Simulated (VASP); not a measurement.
The system is SiC.

```
CELL_PARAMETERS angstrom
3.03182 0.00000 0.00000
-1.51591 2.62563 0.00000
0.00000 0.00000 14.86032
ATOMIC_POSITIONS crystal
Si 0.66667 0.33333 0.45830
Si 0.33333 0.66667 0.95830
Si 0.66667 0.33333 0.79170
Si 0.33333 0.66667 0.29170
Si 0.00000 0.00000 0.62500
Si 0.00000 0.00000 0.12500
C 0.66667 0.33333 0.33330
C 0.33333 0.66667 0.83330
C 0.66667 0.33333 0.66670
C 0.33333 0.66667 0.16670
C 0.00000 0.00000 0.50000
C 0.00000 0.00000 0.00000
```

Base run:

```yaml
Program: VASP 6.6.1
Functional: PBE
Dispersion: D4
Potentials_or_basis: VASP PAW PBE potentials, release 64 (Si, C)
Cutoff: 520 eV
k_mesh: 10 × 10 × 2
Occupations: fermi-dirac, width 0.05 eV
Spin: no spin polarisation
```

Its results: band gap on the k mesh 2.01 eV (least direct gap 3.11 eV); pressure 10.4 GPa; largest force 0.155 eV/Å.

Question: After a change of settings the same cell gave: band gap on the k mesh 1.89 eV (least direct gap 3.01 eV); pressure 9.2 GPa; largest force 0.155 eV/Å. Which change was it?
A. functional from PBE to revPBE
B. functional from PBE to r2SCAN; dispersion from D4 to D3(BJ)
C. functional from PBE to PBEsol
D. dispersion from D4 to none

Answer: C.

PBEsol binds more tightly than PBE, so the same cell stands under less pressure.

Caveats: the cell stands under pressure; the PAW data sets were made with another functional, which shifts forces and pressure a little (at least some runs).
